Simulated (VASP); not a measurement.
Wanted: the native input for a VASP 6.6.1 run.

| Quantity | Value |
| --- | --- |
| Task | single point |
| Functional | PBE |
| Dispersion | D3(BJ) |
| Potentials or basis | VASP PAW PBE potentials, release 64 (In_d, Sb) |
| Cutoff | 520 eV |
| k mesh | 12 × 12 × 12 |
| Occupations | gaussian, width 0.15 eV |
| Spin | no spin polarisation |
| Dipole correction | no |
| Further INCAR settings | ALGO = Normal; EDIFF = 1e-06; NBANDS = 16 |

The structure of InSb lies in POSCAR:

```
InSb
1.0
    3.9409198200      0.0000000000      0.0000000000
    0.0000000000      3.6743841800      0.0000000000
    0.0000000000      0.0000000000      3.8076520000
In Sb
1 1
Direct
    0.0000000000      0.0000000000      0.0000000000
    0.5000000000      0.5000000000      0.5000000000
```

This cell differs from its parent crystal: strain +0.0350 x Voigt [1, -1, 0, 0, 0, 0].

These files were run (other wordings do the same):

INCAR

```
SYSTEM = InSb
PREC = Accurate
ENCUT = 520
EDIFF = 1E-6
ISMEAR = 0
SIGMA = 0.15
LREAL = .False.
LASPH = .True.
NELM = 100
ALGO = Normal
ISIF = 2
LWAVE = .False.
LCHARG = .True.
GGA = PE
IVDW = 12
LELF = .True.
LVHAR = .True.
NBANDS = 16
```

KPOINTS

```
regular mesh
0
Gamma
  12 12 12
  0 0 0
```

Potentials or basis: VASP PAW PBE potentials, release 64 (In_d, Sb).

Launch:

```bash
$ cat potpaw_PBE.64/In_d/POTCAR potpaw_PBE.64/Sb/POTCAR > POTCAR
$ mpirun -np 1 vasp_std > vasp.out
```

Results of the run:

```json
{
 "Pressure": "-2.5 GPa",
 "Band gap on the k mesh": "zero (bands 9 and 10 overlap by 3.84 eV)",
 "Dispersion energy per atom": "-0.410 eV"
}
```

Caveat: the cell differs from its parent crystal (strain +0.0350 x Voigt [1, -1, 0, 0, 0, 0]); spin-orbit coupling is left out, which moves the levels of the heavy elements.

It took 100 s on 1 thread of Intel(R) Xeon(R) 6975P-C (Granite Rapids), on a shared host, peak memory 0.42 GiB.
